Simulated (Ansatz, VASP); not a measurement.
C: VASP beside Ansatz

The input INCAR:

```
SYSTEM = C
  ALGO = Normal
  EDIFF = 1E-6
  ENCUT = 520
  GGA = PS
  ISIF = 2
  ISMEAR = 0
  LASPH = .TRUE.
  LCHARG = .FALSE.
  LREAL = .FALSE.
  LWAVE = .FALSE.
  NBANDS = 16
  NELM = 80
  PREC = Accurate
  SIGMA = 0.15
```

File KPOINTS:

```
k-points
0
G
  18 18 6
  0 0 0
```

POSCAR

```
C
1.0
    2.6308443279      0.0000000000      0.0000000000
   -1.3154221640      2.1293252536      0.0000000000
    0.0000000000      0.0000000000      7.2458067263
C
4
Direct
   -0.0577479467      0.0000000000      0.0025000000
    0.0577479467      0.0000000000      0.5025000000
    0.2755800112      0.6666666667      0.0025000000
    0.7244199888      0.3333333333      0.5025000000
```

Input for Ansatz:

```yaml
crystal:
  lattice:
    - [2.6308443279, 0.0, 0.0]
    - [-1.315422164, 2.1293252536, 0.0]
    - [0.0, 0.0, 7.2458067263]
  atoms:
    - { symbol: C, position: [-0.0577479467, 0.0, 0.0025] }
    - { symbol: C, position: [0.0577479467, 0.0, 0.5025] }
    - { symbol: C, position: [0.2755800112, 0.6666666667, 0.0025] }
    - { symbol: C, position: [0.7244199888, 0.3333333333, 0.5025] }
basis:
  ecutwfc: 520.0
kpoints:
  mp_grid: { grid: [18, 18, 6] }
hamiltonian:
  xc: pbesol
  pseudopotentials: { kind: paw, azcp: { folder: soft_1 } }
scf:
  occupations: { method: gaussian, width: 0.15 }
output:
  forces: true
  stress: true
  eigenvalues: true
```

Change from the starting cell: mode 4 frozen in at -0.142 Å, normal strain along x +0.0700.

Alike in both runs: task single point; functional PBEsol; k mesh 18 × 18 × 6; occupations gaussian, width 0.15 eV; no spin polarisation.

```csv
,VASP,Ansatz
version,VASP 6.6.1,Ansatz 0.2.0
potentials or method,"VASP PAW PBE potentials, release 64 (C), cutoff 520 eV","scalar-relativistic, plane waves, PAW"
valence electrons in the cell,16,16
```

|  | VASP | Ansatz | Ansatz less VASP |
| --- | --- | --- | --- |
| gap on the k mesh at the Fermi level (eV) | 0.45 | 0.45 | -0.001 |
| least direct gap on the mesh (eV) | 0.45 | 0.45 | -0.001 |
| pressure (GPa) | -21.2 | -21.7 | -0.55 |
| traceless stress, the component that is largest in VASP (GPa) | -34.52 | -34.73 | -0.202 |
| rms of the force components (eV/Å) | 0.247 | 0.235 | -0.0122 |

VASP's potentials were made for PBE, not for PBEsol, and Ansatz warns of the same on its side. Atom by atom the forces differ by 0.012 eV/Å (rms over components).
